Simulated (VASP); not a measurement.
# CdS (Fdd2) in VASP: notebook

CdS is run at these levels: PBE; tasks: single point, relaxation of cell and atoms.

Program: VASP 6.6.1. These are calculated values, not measurements. Logs are shortened: lines on timing, memory, paths and dates and some standing lists are left out, and cuts for length are marked.

**1. The cell of the first run**

The structure is orthorhombic, space group Fdd2 (No. 43). The conventional cell has a = 3.944 Å, b = 7.804 Å, c = 12.947 Å, α = 90.00°, β = 90.00°, γ = 90.00°. Cd (site symmetry 2) has 4 S at 2.64 Å within 3.5 Å. S (site symmetry 2) has 4 Cd at 2.64 Å within 3.5 Å.

**2. Single point, PBE (24.91 Å³/atom)**

The input, INCAR:

```
ALGO = Normal
EDIFF = 1E-6
ENCUT = 520
GGA = PE
ISIF = 2
ISMEAR = 0
LASPH = True
LCHARG = False
LREAL = False
LWAVE = False
NBANDS = 26
NELM = 100
PREC = Accurate
SIGMA = 0.02
```

The input, KPOINTS:

```
k-points
0
Gamma
  8 8 8
```

The input, POSCAR:

```
CdS
1.0
    0.0000000000      3.9021441524      6.4732805595
    1.9720960986      0.0000000000      6.4732805595
    1.9720960986      3.9021441524      0.0000000000
Cd S
2 2
Direct
    0.5677547219      0.5677547219      0.9322452781
    0.3177547219      0.3177547219      0.6822452781
    0.6822452781      0.6822452781      0.3177547219
    0.9322452781      0.9322452781      0.5677547219
```

Potentials or basis: VASP PAW PBE potentials, release 64 (Cd, S).

The run is started by

```sh
cat potpaw_PBE.64/Cd/POTCAR potpaw_PBE.64/S/POTCAR > POTCAR
mpirun -np 1 vasp_std > vasp.out
```

OUTCAR:

```text
EDIFF = 1E-6
   ENCUT = 520
   GGA = PE
   ISIF = 2
   ISMEAR = 0
   LASPH = True
   LREAL = False
   NELM = 100
   PREC = Accurate

 ion  position               nearest neighbor table
   1  0.568  0.568  0.932-   4 2.64   4 2.64   3 2.64   3 2.64
   2  0.318  0.318  0.682-   3 2.64   3 2.64   4 2.64   4 2.64
   3  0.682  0.682  0.318-   2 2.64   2 2.64   1 2.64   1 2.64
   4  0.932  0.932  0.568-   1 2.64   1 2.64   2 2.64   2 2.64

  LATTYP: Found a face centered orthorhombic cell.
 ALAT       =     3.9441921972
 B/A-ratio  =     1.9786785011
 C/A-ratio  =     3.2824366744

  Lattice vectors:

 A1 = (   0.0000000000,   3.9021441524,   6.4732805595)
 A2 = (   1.9720960986,   0.0000000000,   6.4732805595)
 A3 = (   1.9720960986,   3.9021441524,   0.0000000000)

Analysis of symmetry for initial positions (statically):
=====================================================================
 Subroutine PRICEL returns:
 Original cell was already a primitive cell.

 Routine SETGRP: Setting up the symmetry group for a
 face centered orthorhombic supercell.

 Subroutine GETGRP returns: Found  4 space group operations
 (whereof  2 operations were pure point group operations)
 out of a pool of  8 trial point group operations.

The static configuration has the point symmetry C_2 .
 The point group associated with its full space group is C_2v.

Analysis of symmetry for dynamics (positions and initial velocities):
=====================================================================
 Subroutine PRICEL returns:
 Original cell was already a primitive cell.

 Routine SETGRP: Setting up the symmetry group for a
 face centered orthorhombic supercell.

 Subroutine GETGRP returns: Found  4 space group operations
 (whereof  2 operations were pure point group operations)
 out of a pool of  8 trial point group operations.

The dynamic configuration has the point symmetry C_2 .
 The point group associated with its full space group is C_2v.

 Subroutine INISYM returns: Found  4 space group operations
 (whereof  2 operations are pure point group operations),
 and found     1 'primitive' translations

----------------------------------------------------------------------------------------

                                     Primitive cell

  volume of cell :      99.6290

  direct lattice vectors                    reciprocal lattice vectors
     0.000000000  3.902144152  6.473280560    -0.253537340  0.128134682  0.077240589
     1.972096099  0.000000000  6.473280560     0.253537340 -0.128134682  0.077240589
[... 91 lines left out ...]
   EDIFFG = 0.1E-04   stopping-criterion for IOM
   NSW    =      0    number of steps for IOM
   IBRION =     -1    ionic relax: 0-MD 1-quasi-New 2-CG
   NFREE  =      0    steps in history (QN), initial steepest desc. (CG)
   ISIF   =      2    stress and relaxation
   ISYM   =      2    0-nonsym 1-usesym 2-fastsym
   POTIM  = 0.5000    time-step for ionic-motion
   TEBEG  =    0.0;   TEEND  =   0.0 temperature during run
   PSTRESS=    0.0 pullay stress
   NELECT =      36.0000    total number of electrons
   NUPDOWN=      -1.0000    fix difference up-down
   EMIN   =  10.00;   EMAX   =-10.00  energy-range for DOS
   EFERMI =   0.00;   METHOD = LEGACY
   ISMEAR =     0;   SIGMA  =   0.02  broadening in eV -4-tet -1-fermi 0-gaus
   EFERMI_NEDOS =   21; number of points for ismear=-14 and -15
   IALGO  =     38    algorithm
   IMIX   =      4    mixing-type and parameters
     AMIX     =   0.40;   BMIX     =  1.00
     AMIX_MAG =   1.60;   BMIX_MAG =  1.00
  volume/ion in A,a.u.               =      24.91       168.08
  Fermi-wavevector in a.u.,A,eV,Ry     =   1.166041  2.203498 18.499175  1.359651
  Thomas-Fermi vector in A             =   2.302559
   LORBIT       =      0    0 simple, 1 ext, 2 COOP (PROOUT), +10 PAW based schemes
   GGA     = PE    functional components
   LHFCALC =     F    Hartree Fock is set to
   AEXX    =    0.0000 exact exchange contribution
   IVDW    =     0    specifies the selected vdW correction
   LEPSILON=     F    determine dielectric tensor
   LRPA    =     F    only Hartree local field effects (RPA)
 non-spin polarized calculation
 Gauss-broadening in eV      SIGMA  =   0.02
  energy-cutoff  :      520.00
  volume of cell :       99.63
 maximum number of plane-waves:      2718
   NGX = 29   NGY = 25   NGZ = 17

 number of electron      36.0000002 magnetization

 Free energy of the ion-electron system (eV)
  ---------------------------------------------------
  ext. energy  EPLUGINS =         0.00000000
  ---------------------------------------------------
  free energy    TOTEN  =       -11.78026923 eV

  energy without entropy =      -11.78026923  energy(sigma->0) =      -11.78026923

 E-fermi :   1.2774     XC(G=0):  -9.3083

 val. band max:        1.1822458205   @ k =   0.0000   0.0000   0.0000
 cond. band min:       1.7953668592   @ k =   0.0000   0.0000   0.0000
 fundamental gap:      0.6131210388
 Fermi energy:         1.2774145934

 k-point     1 :       0.0000    0.0000    0.0000
  band No.  band energies     occupation
      1     -10.7963      2.00000
      2     -10.1213      2.00000
      3      -6.4370      2.00000
      4      -6.2931      2.00000
      5      -6.2177      2.00000
      6      -6.2108      2.00000
[... 685 lines left out ...]
     25       9.6535      0.00000
     26      10.3965      0.00000

 [... further k-points ...]

------------------------ aborting loop because EDIFF is reached ----------------------------------------

  FORCE on cell =-STRESS in cart. coord.  units (eV):
  Direction    XX          YY          ZZ          XY          YZ          ZX
  --------------------------------------------------------------------------------------
  -------------------------------------------------------------------------------------
  Total       -1.5830418     -1.6425420     -1.5871014      0.0000000      0.0000000      0.0000000
  in kB      -25.4575831    -26.4144301    -25.5228660      0.0000000      0.0000000      0.0000000
  external PRESSURE =     -25.7982930 kB  Pullay stress =       0.0000000 kB

 VOLUME and BASIS-vectors are now :
 -----------------------------------------------------------------------------
  energy-cutoff  :      520.00
  volume of cell :       99.63
      direct lattice vectors                 reciprocal lattice vectors
     0.000000000  3.902144152  6.473280560    -0.253537340  0.128134682  0.077240589
     1.972096099  0.000000000  6.473280560     0.253537340 -0.128134682  0.077240589
     1.972096099  3.902144152  0.000000000     0.253537340  0.128134682 -0.077240589

 POSITION                                       TOTAL-FORCE (eV/Angst)
 -----------------------------------------------------------------------------------
      2.95814      5.85322      7.35047         0.000000      0.000000      0.005984
      1.97210      3.90214      4.11383        -0.000000     -0.000000      0.005984
      1.97210      3.90214      8.83273         0.000000      0.000000     -0.005984
      2.95814      5.85322     12.06937        -0.000000     -0.000000     -0.005984
 -----------------------------------------------------------------------------------
    total drift:                               -0.000011      0.000002      0.001023

  FREE ENERGIE OF THE ION-ELECTRON SYSTEM (eV)
  ---------------------------------------------------
  free  energy   TOTEN  =       -11.7802692250 eV

  energy  without entropy=      -11.7802692250  energy(sigma->0) =      -11.78026923
```

OSZICAR:

```text
N       E                     dE             d eps       ncg     rms          rms(c)
DAV:   1     0.246855892535E+03    0.24686E+03   -0.17597E+04  4940   0.128E+03
DAV:   2     0.881798812368E+00   -0.24597E+03   -0.23687E+03  5404   0.318E+02
DAV:   3    -0.128886635223E+02   -0.13770E+02   -0.13677E+02  6020   0.748E+01
DAV:   4    -0.130230678328E+02   -0.13440E+00   -0.13428E+00  5560   0.718E+00
DAV:   5    -0.130249844504E+02   -0.19166E-02   -0.19165E-02  5946   0.863E-01    0.920E+00
DAV:   6    -0.118101836446E+02    0.12148E+01   -0.22468E+00  6190   0.140E+01    0.769E+00
DAV:   7    -0.117854922367E+02    0.24691E-01   -0.60886E-01  5330   0.420E+00    0.404E+00
DAV:   8    -0.117821934554E+02    0.32988E-02   -0.60884E-02  5350   0.233E+00    0.373E-01
DAV:   9    -0.117799395257E+02    0.22539E-02   -0.12399E-02  5786   0.118E+00    0.110E-01
DAV:  10    -0.117801931795E+02   -0.25365E-03   -0.11959E-03  5514   0.279E-01    0.107E-01
DAV:  11    -0.117802837703E+02   -0.90591E-04   -0.14755E-04  5328   0.754E-02    0.646E-02
DAV:  12    -0.117802690295E+02    0.14741E-04   -0.76616E-05  5562   0.504E-02    0.711E-03
DAV:  13    -0.117802692250E+02   -0.19553E-06   -0.87891E-06  5454   0.169E-02
   1 F= -.11780269E+02 E0= -.11780269E+02  d E =-.323274E-14
```

stdout:

```text
POSCAR found type information on POSCAR CdS
 POSCAR found :  2 types and       4 ions
 scaLAPACK will be used
 LDA part: xc-table for (Slater+PW92), standard interpolation
 POSCAR, INCAR and KPOINTS ok, starting setup
 FFT: planning ... GRIDC
 FFT: planning ... GRID_SOFT
 FFT: planning ... GRID
 WAVECAR not read
 entering main loop
```

Wall time 7.5 min (1 thread of Intel Xeon 8259CL, shared host); peak memory 0.44 GiB.

What came out:

```
Free energy            : -11.7803 eV
Pressure               : -2.6 GPa
Largest force          : 0.006 eV/Å
Band gap on the k mesh : 0.61 eV
```

Forces in eV/Å, atoms in the order of the input:
```
Cd   0.000  0.000  0.006
Cd   0.000  0.000  0.006
S    0.000  0.000 -0.006
S    0.000  0.000 -0.006
```

Levels at points of the mesh, in eV from the valence-band top:
```csv
k point,band 16,band 17,band 18,band 19,band 20,band 21
"(0.00, 0.00, 0.00)",-0.13,-0.12,0.00,0.61,3.56,5.71
"(0.50, 0.00, 0.00)",-1.49,-0.94,-0.59,2.60,3.27,4.42
"(0.50, 0.50, 0.00)",-0.90,-0.15,-0.15,2.89,2.89,6.18
"(0.50, 0.00, 0.50)",-2.11,-0.50,-0.50,3.70,3.70,5.57
"(0.00, 0.50, 0.50)",-0.84,-0.52,-0.52,2.61,2.61,6.06
```

**3. Relaxation of cell and atoms, PBE**

This run uses another cell than the first one, of 19.59 Å³/atom.

The input, INCAR:

```
SYSTEM = CdS
PREC = Accurate ; ENCUT = 600
EDIFF = 1E-6 ; ISMEAR = 0
SIGMA = 0.1 ; LREAL = .FALSE.
LASPH = .TRUE. ; NELM = 100
ALGO = Normal ; ISIF = 3
LWAVE = .FALSE. ; LCHARG = .FALSE.
GGA = PE ; IBRION = 2
NSW = 90 ; EDIFFG = -0.04
```

The input, KPOINTS:

```
regular mesh
0
G
  6 6 6
  0 0 0
```

The input, POSCAR:

```
CdS
1.0
    0.0000000000      3.6878754500      5.7573193800
    1.8450732800      0.0000000000      5.7573193800
    1.8450732800      3.6878754500      0.0000000000
Cd S
2 2
Direct
    0.9367689500      0.9367689500      0.5632310500
    0.6867689500      0.6867689500      0.3132310500
    0.3132310500      0.3132310500      0.6867689500
    0.5632310500      0.5632310500      0.9367689500
```

Potentials or basis: VASP PAW PBE potentials, release 64 (Cd, S).

The run is started by

```sh
cat potpaw_PBE.64/Cd/POTCAR potpaw_PBE.64/S/POTCAR > POTCAR
mpirun -np 1 vasp_std > vasp.out
```

OUTCAR:

```text
SYSTEM = CdS
   PREC = Accurate
   ENCUT = 600
   EDIFF = 1E-6
   ISMEAR = 0
   LREAL = .FALSE.
   LASPH = .TRUE.
   NELM = 100
   ISIF = 3
   GGA = PE
   IBRION = 2
   NSW = 90
   EDIFFG = -0.04

 ion  position               nearest neighbor table
   1  0.937  0.937  0.563-   4 2.35   4 2.35   3 2.50   3 2.50   2 3.54   2 3.54   2 3.54   2 3.54

   2  0.687  0.687  0.313-   3 2.35   3 2.35   4 2.50   4 2.50   1 3.54   1 3.54   1 3.54   1 3.54

   3  0.313  0.313  0.687-   2 2.35   2 2.35   1 2.50   1 2.50
   4  0.563  0.563  0.937-   1 2.35   1 2.35   2 2.50   2 2.50

  LATTYP: Found a face centered orthorhombic cell.
 ALAT       =     3.6901465600
 B/A-ratio  =     1.9987690950
 C/A-ratio  =     3.1203743734

  Lattice vectors:

 A1 = (   0.0000000000,   3.6878754500,   5.7573193800)
 A2 = (   1.8450732800,   0.0000000000,   5.7573193800)
 A3 = (   1.8450732800,   3.6878754500,   0.0000000000)

Analysis of symmetry for initial positions (statically):
=====================================================================
 Subroutine PRICEL returns:
 Original cell was already a primitive cell.

 Routine SETGRP: Setting up the symmetry group for a
 face centered orthorhombic supercell.

 Subroutine GETGRP returns: Found  4 space group operations
[... 152 lines left out ...]
   LEPSILON=     F    determine dielectric tensor
   LRPA    =     F    only Hartree local field effects (RPA)
 conjugate gradient relaxation of ions
 non-spin polarized calculation
 Gauss-broadening in eV      SIGMA  =   0.10
  energy-cutoff  :      600.00
  volume of cell :       78.35
 maximum number of plane-waves:      2636
 NGX is ok and might be reduce to    56
   NGX = 27   NGY = 25   NGZ = 17

--------------------------------------- Ionic step        1  -------------------------------------------

 number of electron      35.9999998 magnetization

 Free energy of the ion-electron system (eV)
  ---------------------------------------------------
  ext. energy  EPLUGINS =         0.00000000
  ---------------------------------------------------
  free energy    TOTEN  =       -10.76094873 eV

  energy without entropy =      -10.76094873  energy(sigma->0) =      -10.76094873

 E-fermi :   3.9717     XC(G=0): -10.4650

 val. band max:        3.4991651362   @ k =   0.0000   0.0000   0.0000
 cond. band min:       4.8062918681   @ k =   0.0000   0.0000   0.0000
 fundamental gap:      1.3071267319
 Fermi energy:         3.9716914415

 k-point     1 :       0.0000    0.0000    0.0000
  band No.  band energies     occupation
      1     -10.2356      2.00000
      2      -9.0254      2.00000
      3      -5.2184      2.00000
      4      -5.0078      2.00000
      5      -4.9186      2.00000
      6      -4.9130      2.00000
[... 894 lines left out ...]
--------------------------------------- Ionic step        9  -------------------------------------------

 number of electron      36.0000001 magnetization

 Free energy of the ion-electron system (eV)
  ---------------------------------------------------
  ext. energy  EPLUGINS =         0.00000000
  ---------------------------------------------------
  free energy    TOTEN  =       -11.81522008 eV

  energy without entropy =      -11.81522008  energy(sigma->0) =      -11.81522008

 E-fermi :   2.0302     XC(G=0):  -9.5696

 val. band max:        1.6628910819   @ k =   0.0000   0.0000   0.0000
 cond. band min:       2.3966460896   @ k =   0.0000   0.0000   0.0000
 fundamental gap:      0.7337550077
 Fermi energy:         2.0301941619

 k-point     1 :       0.0000    0.0000    0.0000
  band No.  band energies     occupation
      1     -10.6470      2.00000
      2      -9.8881      2.00000
      3      -6.1344      2.00000
      4      -5.9617      2.00000
      5      -5.9021      2.00000
      6      -5.8685      2.00000
[... 622 lines left out ...]
  FREE ENERGIE OF THE ION-ELECTRON SYSTEM (eV)
  ---------------------------------------------------
  free  energy   TOTEN  =       -11.8152200835 eV

  energy  without entropy=      -11.8152200828  energy(sigma->0) =      -11.81522008

 reached required accuracy - stopping structural energy minimisation
```

CONTCAR:

```text
CdS
   1.00000000000000
     0.0000000000000000    3.7846919555398020    6.4143214267797912
     1.9435148450911621    0.0000000000000000    6.4143214267797912
     1.9435148450911621    3.7846919555398020    0.0000000000000000
  Cd              S
     2     2
Direct
     0.9325905485427803    0.9325905485427803    0.5674094514572197
     0.6825905485427803    0.6825905485427803    0.3174094514572197
     0.3174094514572197    0.3174094514572197    0.6825905485427803
     0.5674094514572197    0.5674094514572197    0.9325905485427803

  0.00000000E+00  0.00000000E+00  0.00000000E+00
  0.00000000E+00  0.00000000E+00  0.00000000E+00
  0.00000000E+00  0.00000000E+00  0.00000000E+00
  0.00000000E+00  0.00000000E+00  0.00000000E+00
```

It took 20 min on 1 thread of Intel Xeon 8259CL, shared host; peak memory 0.36 GiB.

What came out:

| Property | Result |
| --- | --- |
| Free energy | -11.8152 eV |
| Relaxed volume | 23.59 Å³/atom |
| Relaxed cell | a = 7.448 Å, b = 6.702 Å, c = 4.255 Å, α = 82.39°, β = 63.12°, γ = 34.49° |
| Space group after relaxing (to 0.1 Å) | Fdd2 (No. 43) |
| Energy gained by relaxing | 263.6 meV/atom |
| Ionic steps | 9 |
| Pressure after relaxing | 0.1 GPa |
| Largest force after relaxing | 0.020 eV/Å |
| Band gap on the k mesh | 0.73 eV |

Forces on the atoms (eV/Å):
```
Cd   0.000  0.000 -0.020
Cd   0.000  0.000 -0.020
S    0.000  0.000  0.020
S    0.000  0.000  0.020
```

Step by step:
```csv
step,energy change (eV),largest force (eV/Å),pressure (GPa),volume (Å³)
1,0.0000,1.4265,19.84,78.35
2,-0.6658,0.1915,-6.02,108.96
3,-1.0236,0.0077,0.04,94.72
4,-1.0235,0.0043,0.27,94.37
5,-1.0393,0.0354,0.06,94.71
6,-1.0504,0.1007,-0.35,95.36
7,-1.0506,0.0921,-0.29,95.28
8,-1.0539,0.0416,0.00,94.63
9,-1.0543,0.0200,0.12,94.36
```

Final structure:
```
Cd S
1.0
     0.00000    3.78469    6.41432
     1.94351    0.00000    6.41432
     1.94351    3.78469    0.00000
Cd S
2 2
Direct
  0.93259 0.93259 0.56741
  0.68259 0.68259 0.31741
  0.31741 0.31741 0.68259
  0.56741 0.56741 0.93259
```

Caveat: the volume moved by over 15 % at a fixed basis, so the end points are rough.
